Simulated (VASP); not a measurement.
# I (Cmce) in VASP: a series of runs

I is run at these levels: r2SCAN; tasks: single point.

All numbers are computed with VASP 6.6.1; they aren't measurements. Logs are shortened: lines on timing, memory, paths and dates and some standing lists are left out, and cuts for length are marked.

### Step 1. The cell of the first run

Symmetry: Cmce, No. 64, orthorhombic system. Conventional cell: a = 7.525 Å, b = 4.558 Å, c = 9.837 Å, α = 90.00°, β = 90.00°, γ = 90.00°. Within 3.7 Å of I (site symmetry m) lie 3 I at 2.78 to 3.41 Å.

### Step 2. Single point, r2SCAN (42.18 Å³/atom)

POSCAR

```
I
1.0
    3.7627266423     -2.2790134717      0.0000000000
    3.7627266423      2.2790134717      0.0000000000
    0.0000000000      0.0000000000      9.8372282586
I
4
Direct
    0.8422364373      0.1577635627      0.1207503882
    0.1577635627      0.8422364373      0.8792496118
    0.3422364373      0.6577635627      0.3792496118
    0.6577635627      0.3422364373      0.6207503882
```

INCAR.step1

```
SYSTEM = I
  PREC = Accurate
  ENCUT = 520
  ISMEAR = 0
  SIGMA = 0.05
  LREAL = .False.
  LASPH = .True.
  NELM = 60
  NBANDS = 22
  GGA = PE
  ALGO = Normal
  EDIFF = 1E-4
  LWAVE = .True.
  LCHARG = .False.
```

INCAR.step2

```
SYSTEM = I
  PREC = Accurate
  ENCUT = 520
  EDIFF = 1E-6
  ISMEAR = 0
  SIGMA = 0.05
  LREAL = .False.
  LASPH = .True.
  NELM = 60
  ALGO = Normal
  ISIF = 2
  LWAVE = .False.
  LCHARG = .False.
  METAGGA = R2SCAN
  LMIXTAU = .True.
  NBANDS = 22
  ISTART = 1
```

KPOINTS

```
Automatic mesh
0
Gamma
  6 6 4
  0 0 0
```

Potentials or basis: VASP PAW PBE potentials, release 64 (I).

Launch:

```sh
$ cat potpaw_PBE.64/I/POTCAR > POTCAR
$ cp INCAR.step1 INCAR
$ mpirun -np 1 vasp_std > vasp.out
$ cp INCAR.step2 INCAR
$ mpirun -np 1 vasp_std > vasp.out
```

OUTCAR:

```text
SYSTEM = I
   PREC = Accurate
   ENCUT = 520
   EDIFF = 1E-6
   ISMEAR = 0
   LREAL = .False.
   LASPH = .True.
   NELM = 60
   ISIF = 2
   METAGGA = R2SCAN
   ISTART = 1

 ion  position               nearest neighbor table
   1  0.842  0.158  0.121-   2 2.78   3 3.41   3 3.41
   2  0.158  0.842  0.879-   1 2.78   4 3.41   4 3.41
   3  0.342  0.658  0.379-   4 2.78   1 3.41   1 3.41
   4  0.658  0.342  0.621-   3 2.78   2 3.41   2 3.41

  LATTYP: Found a base centered orthorhombic cell.
 ALAT       =     4.5580269434
 B/A-ratio  =     1.6510330847
 C/A-ratio  =     2.1582207347

  Lattice vectors:

 A1 = (  -3.7627266423,  -2.2790134717,   0.0000000000)
 A2 = (   3.7627266423,  -2.2790134717,   0.0000000000)
 A3 = (   0.0000000000,   0.0000000000,   9.8372282586)

Analysis of symmetry for initial positions (statically):
=====================================================================
 Subroutine PRICEL returns:
 Original cell was already a primitive cell.

 Routine SETGRP: Setting up the symmetry group for a
 base centered orthorhombic supercell.

 Subroutine GETGRP returns: Found  8 space group operations
 (whereof  4 operations were pure point group operations)
 out of a pool of  8 trial point group operations.

The static configuration has the point symmetry C_2h.
 The point group associated with its full space group is D_2h.

Analysis of symmetry for dynamics (positions and initial velocities):
=====================================================================
 Subroutine PRICEL returns:
 Original cell was already a primitive cell.

 Routine SETGRP: Setting up the symmetry group for a
 base centered orthorhombic supercell.

 Subroutine GETGRP returns: Found  8 space group operations
 (whereof  4 operations were pure point group operations)
 out of a pool of  8 trial point group operations.

The dynamic configuration has the point symmetry C_2h.
 The point group associated with its full space group is D_2h.

 Subroutine INISYM returns: Found  8 space group operations
 (whereof  4 operations are pure point group operations),
 and found     1 'primitive' translations

----------------------------------------------------------------------------------------

                                     Primitive cell

  volume of cell :     168.7145

  direct lattice vectors                    reciprocal lattice vectors
     3.762726642 -2.279013472  0.000000000     0.132882361 -0.219393174  0.000000000
     3.762726642  2.279013472  0.000000000     0.132882361  0.219393174  0.000000000
     0.000000000  0.000000000  9.837228259     0.000000000  0.000000000  0.101654650

  length of vectors
     4.399092428  4.399092428  9.837228259     0.256497733  0.256497733  0.101654650

  position of ions in fractional coordinates (direct lattice)
     0.842236437  0.157763563  0.120750388
     0.157763563  0.842236437  0.879249612
     0.342236437  0.657763563  0.379249612
     0.657763563  0.342236437  0.620750388

  ion indices of the primitive-cell ions
   primitive index   ion index
                 1           1
                 2           2
                 3           3
                 4           4

----------------------------------------------------------------------------------------

 KPOINTS: Automatic mesh

Automatic generation of k-mesh.
 Grid dimensions read from file:
 generate k-points for:    6    6    4

 Generating k-lattice:

  Cartesian coordinates                     Fractional coordinates (reciprocal lattice)
     0.022147060 -0.036565529  0.000000000     0.166666667  0.000000000  0.000000000
     0.022147060  0.036565529  0.000000000     0.000000000  0.166666667  0.000000000
     0.000000000  0.000000000  0.025413663     0.000000000  0.000000000  0.250000000

  Length of vectors
     0.042749622  0.042749622  0.025413663

  Shift w.r.t. Gamma in fractional coordinates (k-lattice)
     0.000000000  0.000000000  0.000000000

 Subroutine IBZKPT returns following result:
 ===========================================

 Found     39 irreducible k-points:

 Following reciprocal coordinates:
            Coordinates               Weight
  0.000000  0.000000  0.000000      1.000000
  0.166667  0.000000  0.000000      4.000000
  0.333333  0.000000  0.000000      4.000000
  0.500000  0.000000  0.000000      2.000000
  0.166667  0.166667  0.000000      2.000000
  0.333333  0.166667  0.000000      4.000000
[... 16 lines left out ...]
  0.333333  0.333333  0.250000      4.000000
  0.500000  0.333333  0.250000      8.000000
 [... further k-points ...]
   k-points           NKPTS =     39   k-points in BZ     NKDIM =     39   number of bands    NBANDS=     22
   number of dos      NEDOS =    301   number of ions     NIONS =      4
   total plane-waves  NPLWV = 103680
   dimension x,y,z NGX =    36 NGY =   36 NGZ =   80
   dimension x,y,z NGXF=    72 NGYF=   72 NGZF=  160
   ions per type =               4
   NGX,Y,Z   is equivalent  to a cutoff of  13.60, 13.60, 13.52 a.u.
   NGXF,Y,Z  is equivalent  to a cutoff of  27.21, 27.21, 27.04 a.u.
 SYSTEM =  I
   PREC   = accura    normal or accurate (medium, high low for compatibility)
   ISTART =      1    job   : 0-new  1-cont  2-samecut
   ICHARG =      0    charge: 1-file 2-atom 10-const
   ISPIN  =      1    spin polarized calculation?
   LNONCOLLINEAR =      F non collinear calculations
   LSORBIT =      F    spin-orbit coupling
   LASPH  =      T    aspherical Exc in radial PAW
   ENCUT  =  520.0 eV  38.22 Ry    6.18 a.u.   8.18  8.18 18.29*2*pi/ulx,y,z
   NELM   =     60;   NELMIN=  2; NELMDL=  0     # of ELM steps
   EDIFF  = 0.1E-05   stopping-criterion for ELM
   LREAL  =      F    real-space projection
   EDIFFG = 0.1E-04   stopping-criterion for IOM
   NSW    =      0    number of steps for IOM
   IBRION =     -1    ionic relax: 0-MD 1-quasi-New 2-CG
   NFREE  =      0    steps in history (QN), initial steepest desc. (CG)
   ISIF   =      2    stress and relaxation
   ISYM   =      2    0-nonsym 1-usesym 2-fastsym
   POTIM  = 0.5000    time-step for ionic-motion
   TEBEG  =    0.0;   TEEND  =   0.0 temperature during run
   PSTRESS=    0.0 pullay stress
   NELECT =      28.0000    total number of electrons
   NUPDOWN=      -1.0000    fix difference up-down
   EMIN   =  10.00;   EMAX   =-10.00  energy-range for DOS
   EFERMI =   0.00;   METHOD = LEGACY
   ISMEAR =     0;   SIGMA  =   0.05  broadening in eV -4-tet -1-fermi 0-gaus
   EFERMI_NEDOS =   21; number of points for ismear=-14 and -15
   IALGO  =     38    algorithm
   IMIX   =      4    mixing-type and parameters
     AMIX     =   0.40;   BMIX     =  1.00
     AMIX_MAG =   1.60;   BMIX_MAG =  1.00
  volume/ion in A,a.u.               =      42.18       284.64
  Fermi-wavevector in a.u.,A,eV,Ry     =   0.899657  1.700104 11.012309  0.809382
  Thomas-Fermi vector in A             =   2.022517
   LORBIT       =      0    0 simple, 1 ext, 2 COOP (PROOUT), +10 PAW based schemes
   METAGGA = R2SCAN    functional components
   LHFCALC =     F    Hartree Fock is set to
   AEXX    =    0.0000 exact exchange contribution
   IVDW    =     0    specifies the selected vdW correction
   LEPSILON=     F    determine dielectric tensor
   LRPA    =     F    only Hartree local field effects (RPA)
 non-spin polarized calculation
 Gauss-broadening in eV      SIGMA  =   0.05
  energy-cutoff  :      520.00
  volume of cell :      168.71
 maximum number of plane-waves:      4562
 NGX is ok and might be reduce to    36
   NGX = 17   NGY = 17   NGZ = 37

 number of electron      28.0000000 magnetization

 Free energy of the ion-electron system (eV)
  ---------------------------------------------------
  ext. energy  EPLUGINS =         0.00000000
  ---------------------------------------------------
  free energy    TOTEN  =       -98.21602464 eV

  energy without entropy =      -98.21602464  energy(sigma->0) =      -98.21602464

 E-fermi :   2.6655     XC(G=0):  -8.4565

 val. band max:        2.4036568496   @ k =   0.0000   0.0000   0.0000
 cond. band min:       3.5533100588   @ k =   0.5000   0.5000   0.0000
 fundamental gap:      1.1496532092
 Fermi energy:         2.6654771598

 k-point     1 :       0.0000    0.0000    0.0000
  band No.  band energies     occupation
      1     -11.5945      2.00000
      2     -10.9051      2.00000
      3      -9.8249      2.00000
      4      -8.5259      2.00000
      5      -2.3542      2.00000
      6      -0.7031      2.00000
[... 14 lines left out ...]
     21      10.1637      0.00000
     22      10.7676      0.00000

 k-point     2 :       0.1667    0.0000    0.0000
  band No.  band energies     occupation
      1     -11.4851      2.00000
      2     -10.8686      2.00000
      3      -9.7375      2.00000
      4      -8.6219      2.00000
      5      -2.3214      2.00000
      6      -1.0427      2.00000
[... 14 lines left out ...]
     21      10.0113      0.00000
     22      10.3780      0.00000

 k-point     3 :       0.3333    0.0000    0.0000
  band No.  band energies     occupation
      1     -11.2111      2.00000
      2     -10.8282      2.00000
      3      -9.5103      2.00000
      4      -8.8825      2.00000
      5      -2.3649      2.00000
      6      -1.8549      2.00000
[... 14 lines left out ...]
     21      10.4367      0.00000
     22      11.5641      0.00000

 k-point     4 :       0.5000    0.0000    0.0000
  band No.  band energies     occupation
      1     -10.9343      2.00000
      2     -10.9343      2.00000
      3      -9.2096      2.00000
      4      -9.2096      2.00000
      5      -2.3480      2.00000
      6      -2.3480      2.00000
[... 14 lines left out ...]
     21      11.3557      0.00000
     22      11.3557      0.00000

 k-point     5 :       0.1667    0.1667    0.0000
  band No.  band energies     occupation
      1     -11.5254      2.00000
      2     -10.8533      2.00000
      3      -9.7632      2.00000
      4      -8.5081      2.00000
      5      -2.2918      2.00000
      6      -0.7731      2.00000
[... 14 lines left out ...]
     21      10.1859      0.00000
     22      10.4771      0.00000

 k-point     6 :       0.3333    0.1667    0.0000
  band No.  band energies     occupation
      1     -11.3715      2.00000
      2     -10.7916      2.00000
      3      -9.6371      2.00000
      4      -8.6064      2.00000
      5      -2.2409      2.00000
      6      -1.1692      2.00000
[... 14 lines left out ...]
     21      10.4290      0.00000
     22      10.7633      0.00000

 k-point     7 :       0.5000    0.1667    0.0000
  band No.  band energies     occupation
      1     -11.1121      2.00000
      2     -10.7899      2.00000
      3      -9.4195      2.00000
      4      -8.9015      2.00000
      5      -2.3175      2.00000
      6      -1.9575      2.00000
[... 324 lines left out ...]
      6      -1.8742      2.00000
[... 14 lines left out ...]
     21      10.8754      0.00000
     22      11.1047      0.00000

 k-point    21 :      -0.3333    0.1667    0.2500
  band No.  band energies     occupation
      1     -10.9569      2.00000
      2     -10.9132      2.00000
      3      -9.2432      2.00000
      4      -9.1752      2.00000
      5      -2.2328      2.00000
      6      -2.1340      2.00000
[... 14 lines left out ...]
     21      10.8630      0.00000
     22      11.5259      0.00000

 k-point    22 :      -0.1667    0.1667    0.2500
  band No.  band energies     occupation
      1     -11.2131      2.00000
      2     -10.9291      2.00000
      3      -9.4357      2.00000
      4      -8.9608      2.00000
      5      -2.2717      2.00000
      6      -1.7642      2.00000
[... 14 lines left out ...]
     21      10.4034      0.00000
     22      10.5251      0.00000

 k-point    23 :       0.3333    0.3333    0.2500
  band No.  band energies     occupation
      1     -11.3170      2.00000
      2     -10.8934      2.00000
      3      -9.4176      2.00000
      4      -8.6226      2.00000
      5      -1.9954      2.00000
      6      -1.1393      2.00000
[... 14 lines left out ...]
     21      10.2481      0.00000
     22      10.9187      0.00000

 k-point    24 :       0.5000    0.3333    0.2500
  band No.  band energies     occupation
      1     -11.1955      2.00000
      2     -10.8298      2.00000
      3      -9.3603      2.00000
      4      -8.7111      2.00000
      5      -2.0420      2.00000
      6      -1.4296      2.00000
[... 14 lines left out ...]
     21      10.6443      0.00000
     22      11.0555      0.00000

 [... further k-points ...]

------------------------ aborting loop because EDIFF is reached ----------------------------------------

  FORCE on cell =-STRESS in cart. coord.  units (eV):
  Direction    XX          YY          ZZ          XY          YZ          ZX
  --------------------------------------------------------------------------------------
  -------------------------------------------------------------------------------------
  Total        0.4267392      0.4081117      0.2736402      0.0000000     -0.0000000      0.0000000
  in kB        4.0524793      3.8755859      2.5985923      0.0000000     -0.0000000      0.0000000
  external PRESSURE =       3.5088858 kB  Pullay stress =       0.0000000 kB

 VOLUME and BASIS-vectors are now :
 -----------------------------------------------------------------------------
  energy-cutoff  :      520.00
  volume of cell :      168.71
      direct lattice vectors                 reciprocal lattice vectors
     3.762726642 -2.279013472  0.000000000     0.132882361 -0.219393174  0.000000000
     3.762726642  2.279013472  0.000000000     0.132882361  0.219393174  0.000000000
     0.000000000  0.000000000  9.837228259     0.000000000  0.000000000  0.101654650

 POSITION                                       TOTAL-FORCE (eV/Angst)
 -----------------------------------------------------------------------------------
      3.76273     -1.55992      1.18785         0.000000     -0.007277     -0.031244
      3.76273      1.55992      8.64938         0.000000      0.007277      0.031244
      3.76273      0.71909      3.73076         0.000000     -0.007277      0.031244
      3.76273     -0.71909      6.10646         0.000000      0.007277     -0.031244
 -----------------------------------------------------------------------------------
    total drift:                               -0.000000      0.000000      0.000000

  FREE ENERGIE OF THE ION-ELECTRON SYSTEM (eV)
  ---------------------------------------------------
  free  energy   TOTEN  =       -98.2160246385 eV

  energy  without entropy=      -98.2160246385  energy(sigma->0) =      -98.21602464
```

It took 5.9 min on 1 thread of Intel Xeon Platinum 8375C at 2.90GHz (Ice Lake), shared host; peak memory 0.4 GiB.

What came out:

| Item | Value |
| --- | --- |
| Free energy | -98.2160 eV |
| Pressure | 0.4 GPa |
| Largest force | 0.032 eV/Å |
| Band gap on the k mesh | 1.15 eV (least direct gap 1.27 eV) |

Forces on the atoms (eV/Å):
```
I    0.000 -0.007 -0.031
I    0.000  0.007  0.031
I    0.000 -0.007  0.031
I    0.000  0.007 -0.031
```

Levels at points of the mesh, in eV from the valence-band top:
| k point | band 12 | band 13 | band 14 | band 15 | band 16 | band 17 |
| --- | --- | --- | --- | --- | --- | --- |
| (0.00, 0.00, 0.00) | -0.63 | -0.37 | 0.00 | 1.27 | 2.21 | 5.54 |
| (0.50, 0.00, 0.00) | -1.57 | -0.71 | -0.71 | 2.31 | 2.31 | 5.76 |
| (0.50, 0.50, 0.00) | -1.48 | -0.83 | -0.45 | 1.15 | 1.93 | 5.37 |
| (0.00, 0.00, 0.50) | -0.93 | -0.15 | -0.15 | 1.58 | 1.58 | 6.09 |
| (0.50, 0.00, 0.50) | -0.92 | -0.06 | -0.06 | 1.53 | 1.53 | 6.16 |
| (0.50, 0.50, 0.50) | -1.21 | -1.16 | -1.16 | 1.40 | 1.40 | 6.34 |

Caveat: the PAW data sets were made with another functional, which shifts forces and pressure a little; spin-orbit coupling is left out, which moves the levels of the heavy elements. A k mesh can miss the band edges.

[end of part 1 of 2]
